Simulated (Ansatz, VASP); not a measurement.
## Two plane-wave programs on YbB2

```
CELL_PARAMETERS angstrom
3.22943 0.00000 0.00000
-1.61471 2.79676 0.00000
0.00000 0.00000 3.84631
ATOMIC_POSITIONS crystal
Yb 0.00000 0.00000 0.00000
B 0.33333 0.66667 0.50000
B 0.66667 0.33333 0.50000
```

Alike in both runs: task single point; functional LDA; k mesh 12 × 12 × 10; occupations gaussian, width 0.05 eV; no spin polarisation.

```csv
,VASP,Ansatz
version,VASP 6.6.1,Ansatz 0.2.0
potentials or method,"VASP PAW PBE potentials, release 64 (Yb, B), cutoff 520 eV","scalar-relativistic, plane waves, PAW"
valence electrons in the cell,30,30
```

```csv
,VASP,Ansatz,Ansatz less VASP
gap on the k mesh at the Fermi level (eV),none,none,-
pressure (GPa),-8.9,-9.0,-0.16
"traceless stress, the component that is largest in VASP (GPa)",-0.09,-0.10,-0.012
```

VASP's potentials were made for PBE, not for LDA. LDA's correlation is that of Perdew and Zunger in VASP and of Perdew and Wang (1992) in Ansatz. A gap of «none» marks a metal or a gap that the smearing closes.

Neither program's run includes spin-orbit coupling.
